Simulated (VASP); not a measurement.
# Pr3Mo (Pm-3m) in VASP: notebook, part 3 of 3

VASP 6.6.1. The steps go on from the part before.

## Step 5: Single point, PBE

This run uses another cell than the first one, of 28.59 Å³/atom.

Input file INCAR:

```
SYSTEM = Pr3Mo
PREC = Accurate
ENCUT = 500
EDIFF = 1E-6
ISMEAR = 0
SIGMA = 0.1
LREAL = .FALSE.
LASPH = .TRUE.
NELM = 200
ALGO = Normal
ISIF = 2
LWAVE = .FALSE.
LCHARG = .FALSE.
GGA = PE
NBANDS = 32
GGA_COMPAT = .FALSE.
LMAXMIX = 6
```

Input file KPOINTS:

```
regular mesh
0
G
  10 10 10
  0 0 0
```

Input file POSCAR:

```
Pr3Mo
1.0
    4.8541359232      0.0000000000      0.0000000000
    0.0000000000      4.8541359232      0.0000000000
    0.0000000000      0.0000000000      4.8541359232
Pr Mo
3 1
Direct
    0.0000000000      0.5000000000      0.5000000000
    0.5000000000      0.0000000000      0.5000000000
    0.5000000000      0.5000000000      0.0000000000
    0.0000000000      0.0000000000      0.0000000000
```

Potentials or basis: VASP PAW PBE potentials, release 64 (Pr_3, Mo_sv), 4f in core.

Launch:

```console
> cat potpaw_PBE.64/Pr_3/POTCAR potpaw_PBE.64/Mo_sv/POTCAR > POTCAR
> mpirun -np 1 vasp_std > vasp.out
```

OUTCAR:

```text
SYSTEM = Pr3Mo
   PREC = Accurate
   ENCUT = 500
   EDIFF = 1E-6
   ISMEAR = 0
   LREAL = .FALSE.
   LASPH = .TRUE.
   NELM = 200
   ISIF = 2
   GGA = PE

 ion  position               nearest neighbor table
   1  0.000  0.500  0.500-   2 3.43   3 3.43   4 3.43   3 3.43   4 3.43   2 3.43   4 3.43   4 3.43
                             2 3.43   3 3.43   3 3.43   2 3.43
   2  0.500  0.000  0.500-   1 3.43   3 3.43   4 3.43   3 3.43   4 3.43   1 3.43   3 3.43   3 3.43
                             1 3.43   4 3.43   4 3.43   1 3.43
   3  0.500  0.500  0.000-   1 3.43   2 3.43   4 3.43   1 3.43   2 3.43   2 3.43   4 3.43   2 3.43
                             1 3.43   4 3.43   1 3.43   4 3.43
   4  0.000  0.000  0.000-   1 3.43   2 3.43   3 3.43   1 3.43   2 3.43   1 3.43   3 3.43   1 3.43
                             2 3.43   3 3.43   2 3.43   3 3.43

  LATTYP: Found a simple cubic cell.
 ALAT       =     4.8541359232

  Lattice vectors:

 A1 = (   4.8541359232,   0.0000000000,   0.0000000000)
 A2 = (   0.0000000000,   4.8541359232,   0.0000000000)
 A3 = (   0.0000000000,   0.0000000000,   4.8541359232)

Analysis of symmetry for initial positions (statically):
=====================================================================
 Subroutine PRICEL returns:
 Original cell was already a primitive cell.

 Routine SETGRP: Setting up the symmetry group for a
 simple cubic supercell.

 Subroutine GETGRP returns: Found 48 space group operations
 (whereof 48 operations were pure point group operations)
 out of a pool of 48 trial point group operations.

The static configuration has the point symmetry O_h .

Analysis of symmetry for dynamics (positions and initial velocities):
=====================================================================
 Subroutine PRICEL returns:
 Original cell was already a primitive cell.

 Routine SETGRP: Setting up the symmetry group for a
 simple cubic supercell.

 Subroutine GETGRP returns: Found 48 space group operations
 (whereof 48 operations were pure point group operations)
 out of a pool of 48 trial point group operations.

[... 125 lines left out ...]
  volume/ion in A,a.u.               =      28.59       192.96
  Fermi-wavevector in a.u.,A,eV,Ry     =   1.217107  2.299999 20.154991  1.481350
  Thomas-Fermi vector in A             =   2.352439
   LORBIT       =      0    0 simple, 1 ext, 2 COOP (PROOUT), +10 PAW based schemes
   GGA     = PE    functional components
   LHFCALC =     F    Hartree Fock is set to
   AEXX    =    0.0000 exact exchange contribution
   IVDW    =     0    specifies the selected vdW correction
   LEPSILON=     F    determine dielectric tensor
   LRPA    =     F    only Hartree local field effects (RPA)
 non-spin polarized calculation
 Gauss-broadening in eV      SIGMA  =   0.10
  energy-cutoff  :      500.00
  volume of cell :      114.38
 maximum number of plane-waves:      2945
 NGX is ok and might be reduce to    36
   NGX = 17   NGY = 17   NGZ = 17

 number of electron      46.9999999 magnetization

 Free energy of the ion-electron system (eV)
  ---------------------------------------------------
  ext. energy  EPLUGINS =         0.00000000
  ---------------------------------------------------
  free energy    TOTEN  =       -22.96497301 eV

  energy without entropy =      -22.93798004  energy(sigma->0) =      -22.95147653

 E-fermi :   5.0103     XC(G=0): -10.5081

 val. band max:        5.0026822582   @ k =   0.5000   0.3000   0.0000
 cond. band min:       5.0149575509   @ k =   0.5000   0.4000   0.3000
 fundamental gap:      0.0122752927
 Fermi energy:         5.0102888590

 k-point     1 :       0.0000    0.0000    0.0000
  band No.  band energies     occupation
      1     -55.4129      2.00000
      2     -31.2092      2.00000
      3     -30.8778      2.00000
      4     -30.8778      2.00000
      5     -29.4869      2.00000
      6     -29.4869      2.00000
[... 829 lines left out ...]
     31       7.8353      0.00000
     32       8.4706      0.00000

 [... further k-points ...]

------------------------ aborting loop because EDIFF is reached ----------------------------------------

  FORCE on cell =-STRESS in cart. coord.  units (eV):
  Direction    XX          YY          ZZ          XY          YZ          ZX
  --------------------------------------------------------------------------------------
  -------------------------------------------------------------------------------------
  Total        0.0284421      0.0284421      0.0284421     -0.0000000     -0.0000000      0.0000000
  in kB        0.3984164      0.3984164      0.3984164     -0.0000000     -0.0000000      0.0000000
  external PRESSURE =       0.3984164 kB  Pullay stress =       0.0000000 kB

 VOLUME and BASIS-vectors are now :
 -----------------------------------------------------------------------------
  energy-cutoff  :      500.00
  volume of cell :      114.38
      direct lattice vectors                 reciprocal lattice vectors
     4.854135923  0.000000000  0.000000000     0.206009888  0.000000000  0.000000000
     0.000000000  4.854135923  0.000000000     0.000000000  0.206009888  0.000000000
     0.000000000  0.000000000  4.854135923     0.000000000  0.000000000  0.206009888

 POSITION                                       TOTAL-FORCE (eV/Angst)
 -----------------------------------------------------------------------------------
      0.00000      2.42707      2.42707         0.000000      0.000000      0.000000
      2.42707      0.00000      2.42707         0.000000      0.000000      0.000000
      2.42707      2.42707      0.00000         0.000000      0.000000      0.000000
      0.00000      0.00000      0.00000         0.000000      0.000000      0.000000
 -----------------------------------------------------------------------------------
    total drift:                                0.000000      0.000000      0.000000

  FREE ENERGIE OF THE ION-ELECTRON SYSTEM (eV)
  ---------------------------------------------------
  free  energy   TOTEN  =       -22.9649730139 eV

  energy  without entropy=      -22.9379800374  energy(sigma->0) =      -22.95147653
```

Wall time 86 s (1 thread of AMD EPYC 9R45 (Zen 5), shared host); peak memory 0.29 GiB.

Results:

- Free energy: -22.9650 eV
- Pressure: 0.0 GPa
- Band gap on the k mesh: zero (an odd number of electrons rules out a gap without spin polarisation)

Caveat: spin-orbit coupling is left out, which moves the levels of the heavy elements; the 4f electrons are frozen in the core, so they carry no moment and show no levels. Spin polarisation is off, so any magnetic state and its effect on volume and gap are missing.

## Step 6: Single point, PBE, collinear spin

Input file INCAR:

```
SYSTEM = Pr3Mo
PREC     = Accurate       ! precision mode
ENCUT    = 500            ! plane-wave cutoff, eV
EDIFF    = 1E-6           ! SCF threshold, eV
ISMEAR   = 0              ! smearing method
SIGMA    = 0.1            ! smearing width, eV
LREAL    = .False.        ! projectors in reciprocal space
LASPH    = .True.         ! aspherical terms in the spheres
NELM     = 200            ! most SCF steps
ALGO     = Normal         ! electronic algorithm
ISIF     = 2              ! what is computed and relaxed
LWAVE    = .False.        ! write WAVECAR
LCHARG   = .False.        ! write CHGCAR
ISPIN    = 2              ! spin polarisation
MAGMOM   = 0 0 0 1        ! initial moments
LORBIT   = 11             ! projections on sites
LMAXMIX  = 6              ! l up to which the mixer works
GGA      = PE             ! functional
NBANDS   = 36             ! bands
GGA_COMPAT= .False.
```

Input file KPOINTS:

```
Automatic mesh
0
Gamma
  4 4 4
  0 0 0
```

Input file POSCAR:

```
Pr3Mo
1.0
    4.8771091314      0.0000000000      0.0000000000
    0.0000000000      4.8771091314      0.0000000000
    0.0000000000      0.0000000000      4.8771091314
Pr Mo
3 1
Direct
    0.0000000000      0.5000000000      0.5000000000
    0.5000000000      0.0000000000      0.5000000000
    0.5000000000      0.5000000000      0.0000000000
    0.0000000000      0.0000000000      0.0000000000
```

Potentials or basis: VASP PAW PBE potentials, release 64 (Pr_3, Mo_sv), 4f in core.

Launch:

```console
> cat potpaw_PBE.64/Pr_3/POTCAR potpaw_PBE.64/Mo_sv/POTCAR > POTCAR
> mpirun -np 1 vasp_std > vasp.out
```

Wall time 44 s (1 thread of AMD EPYC 9R45 (Zen 5), shared host); peak memory 0.24 GiB.

The run converged. Its results:

```yaml
Free_energy: -22.9128 eV
Pressure: -0.1 GPa
Net_moment: 0.21 μB per cell
Site_moments: Pr -0.02; Mo +0.28 μB
Valence_electrons_inside_the_program's_atomic_spheres: Pr 8.87; Mo 12.19
```

Levels at points of the mesh, in eV from the Fermi level:
Spin up:
```
           k point  band 20  band 21  band 22  band 23  band 24  band 25  band 26  band 27
(0.00, 0.00, 0.00)    -2.45    -2.03    -2.03    -2.03     0.68     0.68     0.68     2.33
(0.50, 0.00, 0.00)    -1.32    -1.18    -0.62    -0.37    -0.37     0.07     0.07     0.08
(0.50, 0.50, 0.00)    -0.79    -0.60    -0.44    -0.44    -0.43     0.17     0.18     0.23
(0.50, 0.50, 0.50)    -2.21    -0.22    -0.22     0.38     0.38     0.38     1.42     1.42
```
Spin down:
```tsv
k point	band 20	band 21	band 22	band 23	band 24	band 25	band 26	band 27
(0.00, 0.00, 0.00)	-2.39	-1.99	-1.99	-1.99	0.74	0.74	0.74	2.47
(0.50, 0.00, 0.00)	-1.21	-1.07	-0.65	-0.25	-0.25	0.07	0.07	0.30
(0.50, 0.50, 0.00)	-0.81	-0.42	-0.41	-0.32	-0.32	0.17	0.20	0.20
(0.50, 0.50, 0.50)	-2.19	0.00	0.00	0.44	0.44	0.44	1.38	1.38
```

Caveat: the magnetic or orbital state may not be the lowest; spin-orbit coupling is left out, which moves the levels of the heavy elements; the 4f electrons are frozen in the core, so they carry no moment and show no levels.

## Step 7: Relaxation of cell and atoms, PBE

Input file INCAR:

```
SYSTEM = Pr3Mo
PREC = Accurate ; ENCUT = 500
EDIFF = 1E-7 ; ISMEAR = 0
SIGMA = 0.1 ; LREAL = .False.
LASPH = .True. ; NELM = 200
ALGO = Normal ; ISIF = 3
LWAVE = .False. ; LCHARG = .False.
GGA = PE ; IBRION = 2
NSW = 100 ; EDIFFG = -0.01
GGA_COMPAT = .False. ; NELMIN = 4
LMAXMIX = 6
```

Input file KPOINTS:

```
regular mesh
0
Gamma
  10 10 10
  0 0 0
```

POSCAR is that of step 6.

Launch:

```console
> cat potpaw_PBE.64/Pr_3/POTCAR potpaw_PBE.64/Mo_sv/POTCAR > POTCAR
> mpirun -np 1 vasp_std > vasp.out
```

It took 3.5 min on 1 thread of AMD EPYC 9R45 (Zen 5), shared host; peak memory 0.29 GiB.

The run converged. Its results:

* Free energy: -22.9651 eV
* Relaxed volume: 28.62 Å³/atom
* Relaxed cell: a = 4.855 Å, b = 4.855 Å, c = 4.855 Å, α = 90.00°, β = 90.00°, γ = 90.00°
* Space group after relaxing (to 0.1 Å): Pm-3m (No. 221)
* Energy gained by relaxing: 0.8 meV/atom
* Ionic steps: 3
* Pressure after relaxing: 0.0 GPa
* Band gap on the k mesh: zero (an odd number of electrons rules out a gap without spin polarisation)

Step by step:
```tsv
step	energy change (eV)	largest force (eV/Å)	pressure (GPa)	volume (Å³)
1	0.0000	0.0000	-0.67	116.01
2	-0.0029	0.0000	0.22	113.98
3	-0.0033	0.0000	0.00	114.46
```

Final structure:
```xyz
4
Lattice="4.8554 0.0000 0.0000 0.0000 4.8554 0.0000 0.0000 0.0000 4.8554" Properties=species:S:1:pos:R:3 pbc="T T T"
Pr    0.0000    2.4277    2.4277
Pr    2.4277    0.0000    2.4277
Pr    2.4277    2.4277    0.0000
Mo    0.0000    0.0000    0.0000
```

Levels at points of the mesh, in eV from the Fermi level:
| k point | band 20 | band 21 | band 22 | band 23 | band 24 | band 25 | band 26 | band 27 |
| --- | --- | --- | --- | --- | --- | --- | --- | --- |
| (0.00, 0.00, 0.00) | -2.41 | -1.99 | -1.99 | -1.99 | 0.78 | 0.78 | 0.78 | 2.50 |
| (0.50, 0.00, 0.00) | -1.23 | -1.10 | -0.59 | -0.25 | -0.25 | 0.13 | 0.13 | 0.25 |
| (0.50, 0.50, 0.00) | -0.72 | -0.45 | -0.39 | -0.33 | -0.33 | 0.27 | 0.27 | 0.31 |
| (0.50, 0.50, 0.50) | -2.15 | -0.06 | -0.06 | 0.48 | 0.48 | 0.48 | 1.46 | 1.46 |

Caveat: spin-orbit coupling is left out, which moves the levels of the heavy elements; the 4f electrons are frozen in the core, so they carry no moment and show no levels. Spin polarisation is off, so any magnetic state and its effect on volume and gap are missing.

## Step 8: Overview

```tsv
task	spin	cell	k mesh	gap on the mesh (eV)	pressure (GPa)	relaxed volume (Å³/atom)
single point	off	a = 4.877 Å, 4 atoms	4 × 4 × 4	none	-0.2	-
single point	off	a = 5.077 Å, 4 atoms	4 × 4 × 4	none	-5.2	-
relaxation of cell and atoms	off	relaxed from a = 5.077 Å, 4 atoms	4 × 4 × 4	none	0.0	28.89
single point	off	a = 4.854 Å, 4 atoms	10 × 10 × 10	none	0.0	-
single point	collinear	a = 4.877 Å, 4 atoms	4 × 4 × 4	none	-0.1	-
relaxation of cell and atoms	off	relaxed from a = 4.877 Å, 4 atoms	10 × 10 × 10	none	0.0	28.62
```

Alike in all rows: level PBE; potentials or basis VASP PAW PBE potentials, release 64 (Pr_3, Mo_sv), 4f in core; cutoff (eV) 500; smearing gaussian 0.1 eV.

Caveats: spin-orbit coupling is left out, which moves the levels of the heavy elements; the 4f electrons are frozen in the core, so they carry no moment and show no levels; the cell stands under tension (at least some runs); the magnetic or orbital state may not be the lowest (at least some runs).

Absolute energies hang on the potentials; compare differences alone.

The gap in the log of VASP goes by the Fermi energy; the results here count the filled bands.